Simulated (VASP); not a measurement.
A run of VASP 6.6.1 is set up as follows.

The input INCAR:

```
SYSTEM = Hf2ZrTe6
ALGO = Normal
EDIFF = 1E-6
ENCUT = 520
GGA = PE
ISIF = 2
ISMEAR = 0
LASPH = .TRUE.
LCHARG = .FALSE.
LREAL = .FALSE.
LWAVE = .FALSE.
NBANDS = 44
NELM = 60
PREC = Accurate
SIGMA = 0.1
```

The input KPOINTS:

```
k-points
0
G
  6 6 6
  0 0 0
```

File POSCAR:

```
Hf2ZrTe6
1.0
    3.4474327023      1.9903761987      7.1603049000
   -3.4474327023      1.9903761987      7.1603049000
    0.0000000000     -3.9807523974      7.1603049000
Zr Hf Te
1 2 6
Direct
    0.0000000000      0.0000000000      0.0000000000
    0.3333540000      0.3333540000      0.3333540000
    0.6666460000      0.6666460000      0.6666460000
    0.0826810000      0.7472970000      0.4181890000
    0.4181890000      0.0826810000      0.7472970000
    0.7472970000      0.4181890000      0.0826810000
    0.9173190000      0.2527030000      0.5818110000
    0.2527030000      0.5818110000      0.9173190000
    0.5818110000      0.9173190000      0.2527030000
```

Potentials or basis: VASP PAW PBE potentials, release 64 (Zr_sv, Hf_pv, Te).

Command:

```sh
$ cat potpaw_PBE.64/Zr_sv/POTCAR potpaw_PBE.64/Hf_pv/POTCAR potpaw_PBE.64/Te/POTCAR > POTCAR
$ mpirun -np 1 vasp_std > vasp.out
```

(1) Estimate the band gap on the k mesh.

(2) Estimate the largest force.

(3) What does it give for the pressure?

Results:

(1) zero (bands 34 and 35 overlap by 0.52 eV).

(2) 0.018 eV/Å.

(3) -0.1 GPa.

Caveat: spin-orbit coupling is left out, which moves the levels of the heavy elements.
